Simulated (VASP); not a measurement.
# BeS (F-43m) in VASP: further runs

Runs on BeS. Level: PBEsol. Tasks: single point.

Program: VASP 6.6.1. These are calculated values, not measurements. Logs are shortened: lines on timing, memory, paths and dates and some standing lists are left out, and cuts for length are marked.

## Step 1: The cell of the first run

Symmetry: F-43m, No. 216, cubic system. Conventional cell: a = 4.777 Å, b = 4.777 Å, c = 4.777 Å, α = 90.00°, β = 90.00°, γ = 90.00°. Be (site symmetry -43m) has 4 S at 2.07 Å within 2.7 Å. S (site symmetry -43m) has 4 Be at 2.07 Å within 2.7 Å.

## Step 2: Single point, PBEsol

INCAR

```
SYSTEM = BeS
PREC = Accurate
ENCUT = 520
EDIFF = 1E-7
ISMEAR = 0
SIGMA = 0.01
LREAL = .FALSE.
LASPH = .TRUE.
NELM = 60
ALGO = Normal
ISIF = 2
LWAVE = .FALSE.
LCHARG = .FALSE.
GGA = PS
NBANDS = 11
```

KPOINTS

```
regular mesh
0
G
  8 8 8
  0 0 0
```

POSCAR

```
BeS
1.0
    2.3883780435      2.3883780435      0.0000000000
   -2.3883780435      2.3883780435      0.0000000000
    0.0000000000      2.3883780435      2.3883780435
Be S
1 1
Direct
    0.0000000000      0.0000000000      0.0000000000
    0.7500000000      0.2500000000      0.5000000000
```

Potentials or basis: VASP PAW PBE potentials, release 64 (Be, S).

Run with:

```console
$ cat potpaw_PBE.64/Be/POTCAR potpaw_PBE.64/S/POTCAR > POTCAR
$ mpirun -np 1 vasp_std > vasp.out
```

OUTCAR:

```text
SYSTEM = BeS
   PREC = Accurate
   ENCUT = 520
   EDIFF = 1E-7
   ISMEAR = 0
   LREAL = .FALSE.
   LASPH = .TRUE.
   NELM = 60
   ISIF = 2
   GGA = PS

 ion  position               nearest neighbor table
   1  0.000  0.000  0.000-   2 2.07   2 2.07   2 2.07   2 2.07
   2  0.750  0.250  0.500-   1 2.07   1 2.07   1 2.07   1 2.07

  LATTYP: Found a face centered cubic cell.
 ALAT       =     4.7767560870

  Lattice vectors:

 A1 = (   0.0000000000,   2.3883780435,   2.3883780435)
 A2 = (   2.3883780435,   0.0000000000,   2.3883780435)
 A3 = (   2.3883780435,   2.3883780435,   0.0000000000)

Analysis of symmetry for initial positions (statically):
=====================================================================
 Subroutine PRICEL returns:
 Original cell was already a primitive cell.

 Routine SETGRP: Setting up the symmetry group for a
 face centered cubic supercell.

 Subroutine GETGRP returns: Found 24 space group operations
 (whereof 24 operations were pure point group operations)
 out of a pool of 48 trial point group operations.

The static configuration has the point symmetry T_d .

Analysis of symmetry for dynamics (positions and initial velocities):
=====================================================================
 Subroutine PRICEL returns:
 Original cell was already a primitive cell.

 Routine SETGRP: Setting up the symmetry group for a
 face centered cubic supercell.

 Subroutine GETGRP returns: Found 24 space group operations
 (whereof 24 operations were pure point group operations)
 out of a pool of 48 trial point group operations.

The dynamic configuration has the point symmetry T_d .

 Subroutine INISYM returns: Found 24 space group operations
 (whereof 24 operations are pure point group operations),
 and found     1 'primitive' translations

----------------------------------------------------------------------------------------

                                     Primitive cell

  volume of cell :      27.2483

  direct lattice vectors                    reciprocal lattice vectors
     2.388378043  2.388378043  0.000000000     0.209347093  0.209347093 -0.209347093
    -2.388378043  2.388378043  0.000000000    -0.209347093  0.209347093 -0.209347093
     0.000000000  2.388378043  2.388378043     0.000000000  0.000000000  0.418694186

  length of vectors
     3.377676621  3.377676621  3.377676621     0.362599801  0.362599801  0.418694186

  position of ions in fractional coordinates (direct lattice)
     0.000000000  0.000000000  0.000000000
     0.750000000  0.250000000  0.500000000

  ion indices of the primitive-cell ions
   primitive index   ion index
                 1           1
                 2           2

----------------------------------------------------------------------------------------

 KPOINTS: regular mesh

Automatic generation of k-mesh.
 Grid dimensions read from file:
 generate k-points for:    8    8    8

 Generating k-lattice:

  Cartesian coordinates                     Fractional coordinates (reciprocal lattice)
     0.026168387  0.026168387 -0.026168387     0.125000000  0.000000000  0.000000000
    -0.026168387  0.026168387 -0.026168387     0.000000000  0.125000000  0.000000000
     0.000000000  0.000000000  0.052336773     0.000000000  0.000000000  0.125000000

  Length of vectors
     0.045324975  0.045324975  0.052336773

  Shift w.r.t. Gamma in fractional coordinates (k-lattice)
     0.000000000  0.000000000  0.000000000

 Subroutine IBZKPT returns following result:
 ===========================================

 Found     29 irreducible k-points:

 Following reciprocal coordinates:
            Coordinates               Weight
  0.000000  0.000000  0.000000      1.000000
  0.125000  0.000000  0.000000      8.000000
  0.250000  0.000000  0.000000      8.000000
  0.375000  0.000000  0.000000      8.000000
  0.500000  0.000000  0.000000      4.000000
  0.125000  0.125000  0.000000     12.000000
[... 16 lines left out ...]
  0.375000  0.250000  0.125000     48.000000
  0.500000  0.250000  0.125000     24.000000
 [... further k-points ...]
   k-points           NKPTS =     29   k-points in BZ     NKDIM =     29   number of bands    NBANDS=     11
   number of dos      NEDOS =    301   number of ions     NIONS =      2
   total plane-waves  NPLWV =  21952
   dimension x,y,z NGX =    28 NGY =   28 NGZ =   28
   dimension x,y,z NGXF=    56 NGYF=   56 NGZF=   56
   ions per type =               1   1
   NGX,Y,Z   is equivalent  to a cutoff of  13.78, 13.78, 13.78 a.u.
   NGXF,Y,Z  is equivalent  to a cutoff of  27.56, 27.56, 27.56 a.u.
 SYSTEM =  BeS
   PREC   = accura    normal or accurate (medium, high low for compatibility)
   ISTART =      0    job   : 0-new  1-cont  2-samecut
   ICHARG =      2    charge: 1-file 2-atom 10-const
   ISPIN  =      1    spin polarized calculation?
   LNONCOLLINEAR =      F non collinear calculations
   LSORBIT =      F    spin-orbit coupling
   LASPH  =      T    aspherical Exc in radial PAW
   ENCUT  =  520.0 eV  38.22 Ry    6.18 a.u.   6.28  6.28  6.28*2*pi/ulx,y,z
   NELM   =     60;   NELMIN=  2; NELMDL= -5     # of ELM steps
   EDIFF  = 0.1E-06   stopping-criterion for ELM
   LREAL  =      F    real-space projection
   EDIFFG = 0.1E-05   stopping-criterion for IOM
   NSW    =      0    number of steps for IOM
   IBRION =     -1    ionic relax: 0-MD 1-quasi-New 2-CG
   NFREE  =      0    steps in history (QN), initial steepest desc. (CG)
   ISIF   =      2    stress and relaxation
   ISYM   =      2    0-nonsym 1-usesym 2-fastsym
   POTIM  = 0.5000    time-step for ionic-motion
   TEBEG  =    0.0;   TEEND  =   0.0 temperature during run
   PSTRESS=    0.0 pullay stress
   NELECT =       8.0000    total number of electrons
   NUPDOWN=      -1.0000    fix difference up-down
   EMIN   =  10.00;   EMAX   =-10.00  energy-range for DOS
   EFERMI =   0.00;   METHOD = LEGACY
   ISMEAR =     0;   SIGMA  =   0.01  broadening in eV -4-tet -1-fermi 0-gaus
   EFERMI_NEDOS =   21; number of points for ismear=-14 and -15
   IALGO  =     38    algorithm
   IMIX   =      4    mixing-type and parameters
     AMIX     =   0.40;   BMIX     =  1.00
     AMIX_MAG =   1.60;   BMIX_MAG =  1.00
  volume/ion in A,a.u.               =      13.62        91.94
  Fermi-wavevector in a.u.,A,eV,Ry     =   1.088074  2.056162 16.108005  1.183905
  Thomas-Fermi vector in A             =   2.224247
   LORBIT       =      0    0 simple, 1 ext, 2 COOP (PROOUT), +10 PAW based schemes
   GGA     = PS    functional components
   LHFCALC =     F    Hartree Fock is set to
   AEXX    =    0.0000 exact exchange contribution
   IVDW    =     0    specifies the selected vdW correction
   LEPSILON=     F    determine dielectric tensor
   LRPA    =     F    only Hartree local field effects (RPA)
 non-spin polarized calculation
 Gauss-broadening in eV      SIGMA  =   0.01
  energy-cutoff  :      520.00
  volume of cell :       27.25
 maximum number of plane-waves:       754
 NGX is ok and might be reduce to    28
   NGX = 13   NGY = 13   NGZ = 13

 number of electron       8.0000001 magnetization

 Free energy of the ion-electron system (eV)
  ---------------------------------------------------
  ext. energy  EPLUGINS =         0.00000000
  ---------------------------------------------------
  free energy    TOTEN  =       -10.54990638 eV

  energy without entropy =      -10.54990638  energy(sigma->0) =      -10.54990638

 E-fermi :   4.6794     XC(G=0): -10.0885

 val. band max:        4.6292037866   @ k =   0.0000   0.0000   0.0000
 cond. band min:       7.4499397752   @ k =   0.5000   0.5000   0.0000
 fundamental gap:      2.8207359886
 Fermi energy:         4.6794465712

 k-point     1 :       0.0000    0.0000    0.0000
  band No.  band energies     occupation
      1      -9.4066      2.00000
      2       4.6292      2.00000
      3       4.6292      2.00000
      4       4.6292      2.00000
      5      10.2137      0.00000
      6      10.2137      0.00000
      7      10.2137      0.00000
      8      10.7238      0.00000
      9      17.5149      0.00000
     10      17.5149      0.00000
     11      19.6586      0.00000

 k-point     2 :       0.1250    0.0000    0.0000
  band No.  band energies     occupation
      1      -9.2164      2.00000
      2       3.3498      2.00000
      3       4.4115      2.00000
      4       4.4115      2.00000
      5      10.2261      0.00000
      6      10.5947      0.00000
      7      10.5947      0.00000
      8      12.0028      0.00000
      9      16.7621      0.00000
     10      16.7621      0.00000
     11      19.3612      0.00000

 k-point     3 :       0.2500    0.0000    0.0000
  band No.  band energies     occupation
      1      -8.6886      2.00000
      2       1.1202      2.00000
      3       3.9838      2.00000
      4       3.9838      2.00000
      5      10.2142      0.00000
      6      11.1561      0.00000
      7      11.1561      0.00000
      8      14.1246      0.00000
      9      16.5136      0.00000
     10      16.5136      0.00000
     11      18.8995      0.00000

 k-point     4 :       0.3750    0.0000    0.0000
  band No.  band energies     occupation
      1      -8.0062      2.00000
      2      -0.7571      2.00000
      3       3.6437      2.00000
      4       3.6437      2.00000
      5      10.1871      0.00000
      6      11.1888      0.00000
      7      11.1888      0.00000
      8      15.4837      0.00000
      9      17.9641      0.00000
     10      17.9641      0.00000
     11      19.2505      0.00000

 k-point     5 :       0.5000    0.0000    0.0000
  band No.  band energies     occupation
      1      -7.6418      2.00000
      2      -1.5387      2.00000
      3       3.5203      2.00000
      4       3.5203      2.00000
      5      10.1720      0.00000
      6      11.0948      0.00000
      7      11.0948      0.00000
      8      15.8116      0.00000
      9      19.7717      0.00000
     10      19.7717      0.00000
     11      20.0761      0.00000
[... 211 lines left out ...]
 k-point    21 :       0.5000    0.5000    0.0000
  band No.  band energies     occupation
      1      -7.0473      2.00000
      2      -0.6814      2.00000
      3       1.7927      2.00000
      4       1.7927      2.00000
      5       7.4499      0.00000
      6       9.3954      0.00000
      7      17.7485      0.00000
      8      17.7485      0.00000
      9      20.6517      0.00000
     10      21.2467      0.00000
     11      21.7732      0.00000

 k-point    22 :       0.2500    0.2500    0.1250
  band No.  band energies     occupation
      1      -8.2549      2.00000
      2       0.8934      2.00000
      3       2.3140      2.00000
      4       3.4223      2.00000
      5      10.0632      0.00000
      6      11.8920      0.00000
      7      12.1843      0.00000
      8      13.2821      0.00000
      9      16.4007      0.00000
     10      19.2438      0.00000
     11      20.8304      0.00000

 k-point    23 :       0.3750    0.2500    0.1250
  band No.  band energies     occupation
      1      -7.6500      2.00000
      2      -0.3646      2.00000
      3       1.7608      2.00000
      4       2.9085      2.00000
      5      10.5232      0.00000
      6      11.4196      0.00000
      7      13.2134      0.00000
      8      13.9984      0.00000
      9      17.4294      0.00000
     10      19.2554      0.00000
     11      21.4358      0.00000

 k-point    24 :       0.5000    0.2500    0.1250
  band No.  band energies     occupation
      1      -7.3392      2.00000
      2      -0.9743      2.00000
      3       1.6707      2.00000
      4       2.6402      2.00000
      5      10.5717      0.00000
      6      11.2399      0.00000
      7      13.9221      0.00000
      8      15.2603      0.00000
      9      16.1731      0.00000
     10      20.2055      0.00000
     11      20.8568      0.00000

 [... further k-points ...]
[... 5 lines left out ...]
  --------------------------------------------------------------------------------------
  -------------------------------------------------------------------------------------
  Total        0.7074539      0.7074539      0.7074539     -0.0000000      0.0000000     -0.0000000
  in kB       41.5977205     41.5977205     41.5977205     -0.0000000      0.0000000     -0.0000000
  external PRESSURE =      41.5977205 kB  Pullay stress =       0.0000000 kB

 VOLUME and BASIS-vectors are now :
 -----------------------------------------------------------------------------
  energy-cutoff  :      520.00
  volume of cell :       27.25
      direct lattice vectors                 reciprocal lattice vectors
     2.388378043  2.388378043  0.000000000     0.209347093  0.209347093 -0.209347093
    -2.388378043  2.388378043  0.000000000    -0.209347093  0.209347093 -0.209347093
     0.000000000  2.388378043  2.388378043     0.000000000  0.000000000  0.418694186

 POSITION                                       TOTAL-FORCE (eV/Angst)
 -----------------------------------------------------------------------------------
      0.00000      0.00000      0.00000        -0.000000     -0.000000      0.000000
      1.19419      3.58257      1.19419         0.000000      0.000000     -0.000000
 -----------------------------------------------------------------------------------
    total drift:                               -0.000000      0.000000     -0.000000

  FREE ENERGIE OF THE ION-ELECTRON SYSTEM (eV)
  ---------------------------------------------------
  free  energy   TOTEN  =       -10.5499063777 eV

  energy  without entropy=      -10.5499063777  energy(sigma->0) =      -10.54990638
```

Wall time 13 s (1 thread of Intel Xeon Platinum 8259CL at 2.50GHz (Skylake/Cascade Lake), shared host); peak memory 0.15 GiB.

Results:

```yaml
Free_energy: -10.5499 eV
Pressure: 4.2 GPa
Band_gap_on_the_k_mesh: 2.82 eV, indirect (least direct gap 5.58 eV)
```

Levels at points of the mesh, in eV from the valence-band top:
```tsv
k point	band 1	band 2	band 3	band 4	band 5	band 6	band 7	band 8
(0.00, 0.00, 0.00)	-14.04	0.00	0.00	0.00	5.58	5.58	5.58	6.09
(0.50, 0.00, 0.00)	-12.27	-6.17	-1.11	-1.11	5.54	6.47	6.47	11.18
(0.50, 0.50, 0.00)	-11.68	-5.31	-2.84	-2.84	2.82	4.77	13.12	13.12
```

Caveat: the PAW data sets were made with another functional, which shifts forces and pressure a little. A hybrid or GW would open this gap; PBEsol tends to underestimate it.

## Step 3: Single point, PBEsol

This run uses another cell than the first one, of 13.28 Å³/atom, 0.975 times its volume.

INCAR

```
ALGO = Normal
EDIFF = 1E-6
ENCUT = 520
GGA = PS
ISIF = 2
ISMEAR = 0
LASPH = T
LCHARG = F
LREAL = F
LWAVE = F
NBANDS = 11
NELM = 80
PREC = Accurate
SIGMA = 0.01
```

KPOINTS

```
k-points
0
Gamma
  8 8 8
```

POSCAR

```
BeS
1.0
    2.3680772703      2.3680772703      0.0000000000
   -2.3680772703      2.3680772703      0.0000000000
    0.0000000000      2.3680772703      2.3680772703
Be S
1 1
Direct
    0.0000000000      0.0000000000      0.0000000000
    0.7500000000      0.2500000000      0.5000000000
```

Potentials or basis: VASP PAW PBE potentials, release 64 (Be, S).

Run with:

```console
$ cat potpaw_PBE.64/Be/POTCAR potpaw_PBE.64/S/POTCAR > POTCAR
$ mpirun -np 1 vasp_std > vasp.out
```

Wall time 9.7 s (1 thread of Intel Xeon Platinum 8259CL at 2.50GHz (Skylake/Cascade Lake), shared host); peak memory 0.15 GiB.

It converged, with:

```
Free energy            : -10.5255 eV
Pressure               : 7.2 GPa
Band gap on the k mesh : 2.76 eV, indirect (least direct gap 5.57 eV)
```

Levels at points of the mesh, in eV from the valence-band top:
```csv
k point,band 1,band 2,band 3,band 4,band 5,band 6,band 7,band 8
"(0.00, 0.00, 0.00)",-14.22,0.00,0.00,0.00,5.57,5.57,5.57,6.32
"(0.50, 0.00, 0.00)",-12.38,-6.34,-1.15,-1.15,5.63,6.45,6.45,11.29
"(0.50, 0.50, 0.00)",-11.76,-5.45,-2.93,-2.93,2.76,4.74,13.33,13.33
```

Caveat: the PAW data sets were made with another functional, which shifts forces and pressure a little.

[end of part 1 of 2]
